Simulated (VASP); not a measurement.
# InSb (P4/mmm) in VASP: single point with r2SCAN

Aim: the single point of InSb with r2SCAN.

All numbers are computed with VASP 6.6.1; they aren't measurements. Logs are shortened: lines on timing, memory, paths and dates and some standing lists are left out, and cuts for length are marked.

### Step 1. The cell of the first run

The structure is tetragonal, space group P4/mmm (No. 123). Conventional cell: a = 3.100 Å, b = 3.100 Å, c = 6.017 Å, α = 90.00°, β = 90.00°, γ = 90.00°. In (site symmetry 4/mmm) has 2 Sb at 3.01 Å and 4 In at 3.10 Å within 4.0 Å. Sb (site symmetry 4/mmm) has 2 In at 3.01 Å and 4 Sb at 3.10 Å within 4.0 Å.

### Step 2. Single point, r2SCAN

POSCAR

```
InSb
1.0
    3.1002705037      0.0000000000      0.0000000000
    0.0000000000      3.1002705037      0.0000000000
    0.0000000000      0.0000000000      6.0173768870
In Sb
1 1
Direct
    0.0000000000      0.0000000000      0.0000000000
    0.0000000000      0.0000000000      0.5000000000
```

INCAR.step1

```
PREC = Accurate
ENCUT = 520
ISMEAR = 0
SIGMA = 0.15
LREAL = F
LASPH = T
NELM = 80
NBANDS = 16
GGA = PE
ALGO = Normal
EDIFF = 1E-4
LWAVE = T
LCHARG = F
```

INCAR.step2

```
PREC = Accurate
ENCUT = 520
EDIFF = 1E-6
ISMEAR = 0
SIGMA = 0.15
LREAL = F
LASPH = T
NELM = 80
ALGO = Normal
ISIF = 2
LWAVE = F
LCHARG = F
METAGGA = R2SCAN
LMIXTAU = T
NBANDS = 16
ISTART = 1
```

KPOINTS

```
regular mesh
0
Gamma
  22 22 12
```

Potentials or basis: VASP PAW PBE potentials, release 64 (In_d, Sb).

Started as:

```sh
$ cat potpaw_PBE.64/In_d/POTCAR potpaw_PBE.64/Sb/POTCAR > POTCAR
$ cp INCAR.step1 INCAR
$ mpirun -np 1 vasp_std > vasp.out
$ cp INCAR.step2 INCAR
$ mpirun -np 1 vasp_std > vasp.out
```

OUTCAR:

```text
PREC = Accurate
   ENCUT = 520
   EDIFF = 1E-6
   ISMEAR = 0
   LREAL = F
   LASPH = T
   NELM = 80
   ISIF = 2
   METAGGA = R2SCAN
   ISTART = 1

 ion  position               nearest neighbor table
   1  0.000  0.000  0.000-   2 3.01   2 3.01
   2  0.000  0.000  0.500-   1 3.01   1 3.01

  LATTYP: Found a simple tetragonal cell.
 ALAT       =     3.1002705037
 C/A-ratio  =     1.9409199552

  Lattice vectors:

 A1 = (   3.1002705037,   0.0000000000,   0.0000000000)
 A2 = (   0.0000000000,   3.1002705037,   0.0000000000)
 A3 = (   0.0000000000,   0.0000000000,   6.0173768870)

Analysis of symmetry for initial positions (statically):
=====================================================================
 Subroutine PRICEL returns:
 Original cell was already a primitive cell.

 Routine SETGRP: Setting up the symmetry group for a
 simple tetragonal supercell.

 Subroutine GETGRP returns: Found 16 space group operations
 (whereof 16 operations were pure point group operations)
 out of a pool of 16 trial point group operations.

The static configuration has the point symmetry D_4h.

Analysis of symmetry for dynamics (positions and initial velocities):
=====================================================================
 Subroutine PRICEL returns:
 Original cell was already a primitive cell.

 Routine SETGRP: Setting up the symmetry group for a
 simple tetragonal supercell.

 Subroutine GETGRP returns: Found 16 space group operations
 (whereof 16 operations were pure point group operations)
 out of a pool of 16 trial point group operations.

The dynamic configuration has the point symmetry D_4h.

 Subroutine INISYM returns: Found 16 space group operations
 (whereof 16 operations are pure point group operations),
 and found     1 'primitive' translations

----------------------------------------------------------------------------------------

                                     Primitive cell

  volume of cell :      57.8371

  direct lattice vectors                    reciprocal lattice vectors
     3.100270504  0.000000000  0.000000000     0.322552499  0.000000000  0.000000000
     0.000000000  3.100270504  0.000000000     0.000000000  0.322552499  0.000000000
     0.000000000  0.000000000  6.017376887     0.000000000  0.000000000  0.166185369

  length of vectors
     3.100270504  3.100270504  6.017376887     0.322552499  0.322552499  0.166185369

  position of ions in fractional coordinates (direct lattice)
     0.000000000  0.000000000  0.000000000
     0.000000000  0.000000000  0.500000000

  ion indices of the primitive-cell ions
   primitive index   ion index
                 1           1
                 2           2

----------------------------------------------------------------------------------------

 KPOINTS: regular mesh

Automatic generation of k-mesh.
 Grid dimensions read from file:
 generate k-points for:   22   22   12

 Generating k-lattice:

  Cartesian coordinates                     Fractional coordinates (reciprocal lattice)
     0.014661477  0.000000000  0.000000000     0.045454545  0.000000000  0.000000000
     0.000000000  0.014661477  0.000000000     0.000000000  0.045454545  0.000000000
     0.000000000  0.000000000  0.013848781     0.000000000  0.000000000  0.083333333

  Length of vectors
     0.014661477  0.014661477  0.013848781

  Shift w.r.t. Gamma in fractional coordinates (k-lattice)
     0.000000000  0.000000000  0.000000000

 Subroutine IBZKPT returns following result:
 ===========================================

 Found    546 irreducible k-points:

 Following reciprocal coordinates:
            Coordinates               Weight
  0.000000  0.000000  0.000000      1.000000
  0.045455  0.000000  0.000000      4.000000
  0.090909  0.000000  0.000000      4.000000
  0.136364  0.000000  0.000000      4.000000
  0.181818  0.000000  0.000000      4.000000
  0.227273  0.000000  0.000000      4.000000
[... 16 lines left out ...]
  0.500000  0.045455  0.000000      4.000000
  0.090909  0.090909  0.000000      4.000000
 [... further k-points ...]
   k-points           NKPTS =    546   k-points in BZ     NKDIM =    546   number of bands    NBANDS=     16
   number of dos      NEDOS =    301   number of ions     NIONS =      2
   total plane-waves  NPLWV =  27648
   dimension x,y,z NGX =    24 NGY =   24 NGZ =   48
   dimension x,y,z NGXF=    48 NGYF=   48 NGZF=   96
   ions per type =               1   1
   NGX,Y,Z   is equivalent  to a cutoff of  12.87, 12.87, 13.26 a.u.
   NGXF,Y,Z  is equivalent  to a cutoff of  25.74, 25.74, 26.52 a.u.
 SYSTEM =  unknown system
   PREC   = accura    normal or accurate (medium, high low for compatibility)
   ISTART =      1    job   : 0-new  1-cont  2-samecut
   ICHARG =      0    charge: 1-file 2-atom 10-const
   ISPIN  =      1    spin polarized calculation?
   LNONCOLLINEAR =      F non collinear calculations
   LSORBIT =      F    spin-orbit coupling
   LASPH  =      T    aspherical Exc in radial PAW
   ENCUT  =  520.0 eV  38.22 Ry    6.18 a.u.   5.76  5.76 11.19*2*pi/ulx,y,z
   NELM   =     80;   NELMIN=  2; NELMDL=  0     # of ELM steps
   EDIFF  = 0.1E-05   stopping-criterion for ELM
   LREAL  =      F    real-space projection
   EDIFFG = 0.1E-04   stopping-criterion for IOM
   NSW    =      0    number of steps for IOM
   IBRION =     -1    ionic relax: 0-MD 1-quasi-New 2-CG
   NFREE  =      0    steps in history (QN), initial steepest desc. (CG)
   ISIF   =      2    stress and relaxation
   ISYM   =      2    0-nonsym 1-usesym 2-fastsym
   POTIM  = 0.5000    time-step for ionic-motion
   TEBEG  =    0.0;   TEEND  =   0.0 temperature during run
   PSTRESS=    0.0 pullay stress
   NELECT =      18.0000    total number of electrons
   NUPDOWN=      -1.0000    fix difference up-down
   EMIN   =  10.00;   EMAX   =-10.00  energy-range for DOS
   EFERMI =   0.00;   METHOD = LEGACY
   ISMEAR =     0;   SIGMA  =   0.15  broadening in eV -4-tet -1-fermi 0-gaus
   EFERMI_NEDOS =   21; number of points for ismear=-14 and -15
   IALGO  =     38    algorithm
   IMIX   =      4    mixing-type and parameters
     AMIX     =   0.40;   BMIX     =  1.00
     AMIX_MAG =   1.60;   BMIX_MAG =  1.00
  volume/ion in A,a.u.               =      28.92       195.15
  Fermi-wavevector in a.u.,A,eV,Ry     =   1.109422  2.096504 16.746292  1.230818
  Thomas-Fermi vector in A             =   2.245962
   LORBIT       =      0    0 simple, 1 ext, 2 COOP (PROOUT), +10 PAW based schemes
   METAGGA = R2SCAN    functional components
   LHFCALC =     F    Hartree Fock is set to
   AEXX    =    0.0000 exact exchange contribution
   IVDW    =     0    specifies the selected vdW correction
   LEPSILON=     F    determine dielectric tensor
   LRPA    =     F    only Hartree local field effects (RPA)
 non-spin polarized calculation
 Gauss-broadening in eV      SIGMA  =   0.15
  energy-cutoff  :      520.00
  volume of cell :       57.84
 maximum number of plane-waves:      1576
 NGX is ok and might be reduce to    24
   NGX = 11   NGY = 11   NGZ = 23

 number of electron      17.9999996 magnetization

 Free energy of the ion-electron system (eV)
  ---------------------------------------------------
  ext. energy  EPLUGINS =         0.00000000
  ---------------------------------------------------
  free energy    TOTEN  =       -48.20754921 eV

  energy without entropy =      -48.19808156  energy(sigma->0) =      -48.20281538

 E-fermi :   6.7489     XC(G=0): -10.3302

 val. band max:        6.7447903587   @ k =   0.4545   0.2727   0.0833
 cond. band min:       6.7514020565   @ k =   0.3636   0.2727   0.1667
 fundamental gap:      0.0066116978
 Fermi energy:         6.7489016472

 k-point     1 :       0.0000    0.0000    0.0000
  band No.  band energies     occupation
      1      -8.7385      2.00000
      2      -8.5627      2.00000
      3      -8.1618      2.00000
      4      -8.1618      2.00000
      5      -8.0686      2.00000
      6      -5.3312      2.00000
[... 8 lines left out ...]
     15      16.0867      0.00000
     16      17.6553      0.00000

 k-point     2 :       0.0455    0.0000    0.0000
  band No.  band energies     occupation
      1      -8.7312      2.00000
      2      -8.5584      2.00000
      3      -8.1667      2.00000
      4      -8.1614      2.00000
      5      -8.0723      2.00000
      6      -5.2988      2.00000
[... 8 lines left out ...]
     15      16.1292      0.00000
     16      17.7443      0.00000

 k-point     3 :       0.0909    0.0000    0.0000
  band No.  band energies     occupation
      1      -8.7110      2.00000
      2      -8.5445      2.00000
      3      -8.1811      2.00000
      4      -8.1602      2.00000
      5      -8.0832      2.00000
      6      -5.2015      2.00000
[... 8 lines left out ...]
     15      16.5247      0.00000
     16      17.1192      0.00000

 k-point     4 :       0.1364    0.0000    0.0000
  band No.  band energies     occupation
      1      -8.6836      2.00000
      2      -8.5184      2.00000
      3      -8.2036      2.00000
      4      -8.1584      2.00000
      5      -8.1002      2.00000
      6      -5.0401      2.00000
[... 8 lines left out ...]
     15      16.4628      0.00000
     16      17.0668      0.00000
[... 324 lines left out ...]
 k-point    22 :       0.4545    0.0455    0.0000
  band No.  band energies     occupation
      1      -8.5707      2.00000
      2      -8.3905      2.00000
      3      -8.2508      2.00000
      4      -8.1587      2.00000
      5      -8.1469      2.00000
      6      -2.6791      2.00000
[... 8 lines left out ...]
     15      18.2211      0.00000
     16      18.7991      0.00000

 k-point    23 :       0.5000    0.0455    0.0000
  band No.  band energies     occupation
      1      -8.5693      2.00000
      2      -8.3950      2.00000
      3      -8.2544      2.00000
      4      -8.1487      2.00000
      5      -8.1465      2.00000
      6      -2.5584      2.00000
[... 8 lines left out ...]
     15      18.0239      0.00000
     16      18.9428      0.00000

 k-point    24 :       0.0909    0.0909    0.0000
  band No.  band energies     occupation
      1      -8.6793      2.00000
      2      -8.5303      2.00000
      3      -8.1813      2.00000
      4      -8.1775      2.00000
      5      -8.0984      2.00000
      6      -5.0718      2.00000
[... 8 lines left out ...]
     15      16.7493      0.00000
     16      17.0331      0.00000

 [... further k-points ...]

------------------------ aborting loop because EDIFF is reached ----------------------------------------

  FORCE on cell =-STRESS in cart. coord.  units (eV):
  Direction    XX          YY          ZZ          XY          YZ          ZX
  --------------------------------------------------------------------------------------
  -------------------------------------------------------------------------------------
  Total       -0.5193504     -0.5193504      0.9196223      0.0000000      0.0000000      0.0000000
  in kB      -14.3868156    -14.3868156     25.4749692      0.0000000      0.0000000      0.0000000
  external PRESSURE =      -1.0995540 kB  Pullay stress =       0.0000000 kB

 VOLUME and BASIS-vectors are now :
 -----------------------------------------------------------------------------
  energy-cutoff  :      520.00
  volume of cell :       57.84
      direct lattice vectors                 reciprocal lattice vectors
     3.100270504  0.000000000  0.000000000     0.322552499  0.000000000  0.000000000
     0.000000000  3.100270504  0.000000000     0.000000000  0.322552499  0.000000000
     0.000000000  0.000000000  6.017376887     0.000000000  0.000000000  0.166185369

 POSITION                                       TOTAL-FORCE (eV/Angst)
 -----------------------------------------------------------------------------------
      0.00000      0.00000      0.00000         0.000000      0.000000      0.000000
      0.00000      0.00000      3.00869         0.000000      0.000000      0.000000
 -----------------------------------------------------------------------------------
    total drift:                                0.000000      0.000000     -0.000000

  FREE ENERGIE OF THE ION-ELECTRON SYSTEM (eV)
  ---------------------------------------------------
  free  energy   TOTEN  =       -48.2075492093 eV

  energy  without entropy=      -48.1980815556  energy(sigma->0) =      -48.20281538
```

Run time: 6.6 min. Hardware: 1 thread of Intel Xeon 6975P-C (Granite Rapids), shared host; peak memory 0.6 GiB.

Results:

```
Free energy            : -48.2075 eV
Pressure               : -0.1 GPa
Band gap on the k mesh : zero (bands 9 and 10 overlap by 5.87 eV)
```

Caveat: the PAW data sets were made with another functional, which shifts forces and pressure a little; spin-orbit coupling is left out, which moves the levels of the heavy elements.
